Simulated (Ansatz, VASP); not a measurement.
# One calculation of MgH2, two programs

```
Mg H
1.0
     5.44054    0.00000    0.00000
     0.00000    4.50621    0.00000
     0.00000    0.00000    4.92749
Mg H
4 8
Direct
  0.91694 0.75000 0.71279
  0.41694 0.25000 0.71279
  0.58306 0.75000 0.21279
  0.08306 0.25000 0.21279
  0.35964 0.47818 0.04315
  0.35960 0.02178 0.38247
  0.14036 0.47818 0.54315
  0.64040 0.97822 0.88247
  0.14040 0.02178 0.88247
  0.64036 0.52182 0.54315
  0.85964 0.52182 0.04315
  0.85960 0.97822 0.38247
```

Alike in both runs: functional PBE; k mesh 6 × 6 × 6; occupations gaussian, width 0.02 eV; no spin polarisation.

Ansatz relaxed the structure, and its values are those at the end. VASP's run is a single point on that final structure, the one shown.

|  | VASP | Ansatz |
| --- | --- | --- |
| version | VASP 6.6.1 | Ansatz 0.2.0 |
| potentials or method | VASP PAW PBE potentials, release 64 (Mg, H), cutoff 520 eV | scalar-relativistic, plane waves, PAW |
| valence electrons in the cell | 16 | 48 |

Ansatz gave:

| Item | Value |
| --- | --- |
| gap on the k mesh at the Fermi level (eV) | 3.64 |
| least direct gap on the mesh (eV) | 3.80 |
| pressure (GPa) | 0.0 |

Q: What did VASP give for the same quantities?

A: gap on the k mesh at the Fermi level (eV): 3.63; least direct gap on the mesh (eV): 3.80; pressure (GPa): -0.3.

VASP's potentials hold 16 valence electrons a cell and Ansatz's 48, so a difference there can come from the potentials and not from the codes.
